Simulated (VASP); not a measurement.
Here is a VASP 6.6.1 calculation.

INCAR

```
PREC     = Accurate       # precision mode
ENCUT    = 520            # plane-wave cutoff, eV
EDIFF    = 1E-7           # SCF threshold, eV
ISMEAR   = -1             # smearing method
SIGMA    = 0.05           # smearing width, eV
LREAL    = F              # projectors in reciprocal space
LASPH    = T              # aspherical terms in the spheres
NELM     = 80             # most SCF steps
ALGO     = Normal         # electronic algorithm
ISIF     = 2              # what is computed and relaxed
LWAVE    = F              # write WAVECAR
LCHARG   = F              # write CHGCAR
NBANDS   = 20             # bands
```

KPOINTS

```
Automatic mesh
0
Gamma
  10 10 10
```

POSCAR

```
MoS2
1.0
    1.5531337754      0.8967022033      5.9901657895
   -1.5531337754      0.8967022033      5.9901657895
    0.0000000000     -1.7934044066      5.9901657895
Mo S
1 2
Direct
    0.0000000000      0.0000000000      0.0000000000
    0.2500000000      0.2500000000      0.2500000000
    0.7500000000      0.7500000000      0.7500000000
```

Potentials or basis: VASP PAW LDA potentials, release 64 (Mo_sv, S).

Command:

```console
$ cat potpaw_LDA.64/Mo_sv/POTCAR potpaw_LDA.64/S/POTCAR > POTCAR
$ mpirun -np 1 vasp_std > vasp.out
```

**Question.** What does it give for the pressure?

**Answer.** 11.1 GPa.

**Question.** Estimate the largest force.

**Answer.** 1.785 eV/Å.

**Question.** Predict the band gap on the k mesh.

**Answer.** Zero (band 13 reaches 8.74 eV, above the bottom of band 14 at 8.20 eV).

Forces on the atoms (eV/Å):
```
Mo   0.000  0.000  0.000
S    0.000  0.000 -1.785
S    0.000  0.000  1.785
```

Caveat: forces of over 1 eV/Å act on the atoms, so gaps and moduli don't describe the material at rest.
